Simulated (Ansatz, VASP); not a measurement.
## HgTe in VASP and in Ansatz

```
Hg Te
1.0
     0.00000    3.32928    3.32928
     3.32928    0.00000    3.32928
     3.32928    3.32928    0.00000
Hg Te
1 1
Direct
  0.00000 0.00000 0.00000
  0.25000 0.25000 0.25000
```

Alike in both runs: functional r2SCAN; k mesh 9 × 9 × 9; occupations fermi-dirac, width 0.1 eV; no spin polarisation.

Ansatz relaxed the structure, and its values are those at the end. VASP's run is a single point on that final structure, the one shown.

|  | VASP | Ansatz |
| --- | --- | --- |
| version | VASP 6.6.1 | Ansatz 0.2.0 |
| potentials or method | VASP PAW PBE potentials, release 64 (Hg, Te), cutoff 520 eV | PAW plane waves |
| valence electrons in the cell | 18 | 36 |

```csv
,VASP,Ansatz,Ansatz less VASP
pressure (GPa),-1.4,-1.4,-0.03
```

VASP's potentials were made for PBE, not for r2SCAN. VASP's potentials hold 18 valence electrons a cell and Ansatz's 36, so a difference there can come from the potentials and not from the codes. Ansatz's warnings: stress scf threshold loose.

Neither program's run includes spin-orbit coupling.
